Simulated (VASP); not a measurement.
Au:

```
CELL_PARAMETERS angstrom
0.00000 2.03500 2.03500
2.03500 0.00000 2.03500
2.03500 2.03500 0.00000
ATOMIC_POSITIONS crystal
Au 0.00000 0.00000 0.00000
```

| Quantity | Value |
| --- | --- |
| Program | VASP 6.6.1 |
| Task | relaxation of cell and atoms |
| Functional | r2SCAN |
| Potentials or basis | VASP PAW PBE potentials, release 64 (Au) |
| Cutoff | 600 eV |
| k mesh | 10 × 10 × 10 |
| Occupations | methfessel-paxton, width 0.1 eV |
| Spin | no spin polarisation |

At the start: pressure 8.0 GPa; volume 16.85 Å³/atom.

Task: How do energy, volume and symmetry change on relaxing?

Result: Over 3 steps the energy falls by 18.7 meV/atom and the volume is 17.65 Å³/atom (+4.7 %); space group Fm-3m (No. 225, to 0.1 Å) before and after.

Step by step:
```csv
step,energy change (eV),largest force (eV/Å),pressure (GPa),volume (Å³)
1,0.0000,0.0000,8.03,16.85
2,0.0243,0.0000,-9.25,19.00
3,-0.0187,0.0000,-0.14,17.65
```

Final structure:
```yaml
crystal:
  lattice:
    - [0.00000, 2.06669, 2.06669]
    - [2.06669, 0.00000, 2.06669]
    - [2.06669, 2.06669, 0.00000]
  atoms:
    - { symbol: Au, position: [0.00000, 0.00000, 0.00000] }
```

Caveat: the PAW data sets were made with another functional, which shifts forces and pressure a little.
